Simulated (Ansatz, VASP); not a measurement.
**Two plane-wave programs on Hf**

```
Hf
1.0
     3.08130    0.00000    0.00000
    -1.54065    2.66848    0.00000
     0.00000    0.00000    5.29600
Hf
2
Direct
  0.33333 0.66667 0.25000
  0.66667 0.33333 0.75000
```

Alike in both runs: task single point; functional PBEsol; k mesh 18 × 18 × 10; occupations gaussian, width 0.15 eV; no spin polarisation.

|  | VASP | Ansatz |
| --- | --- | --- |
| version | VASP 6.6.1 | Ansatz 0.2.0 |
| potentials or method | VASP PAW PBE potentials, release 64 (Hf_pv), cutoff 520 eV | scalar-relativistic, plane waves, PAW |
| valence electrons in the cell | 20 | 52 |

Ansatz gave:

- gap on the k mesh at the Fermi level (eV): none
- pressure (GPa): -0.9
- traceless stress, the component that is largest in VASP (GPa): -6.27

What did VASP give for the same quantities?

gap on the k mesh at the Fermi level (eV): none; pressure (GPa): -1.3; traceless stress, the component that is largest in VASP (GPa): -6.32.

VASP's potentials were made for PBE, not for PBEsol. A gap of «none» marks a metal or a gap that the smearing closes. VASP's potentials hold 20 valence electrons a cell and Ansatz's 52, so a difference there can come from the potentials and not from the codes.

Neither program's run includes spin-orbit coupling.
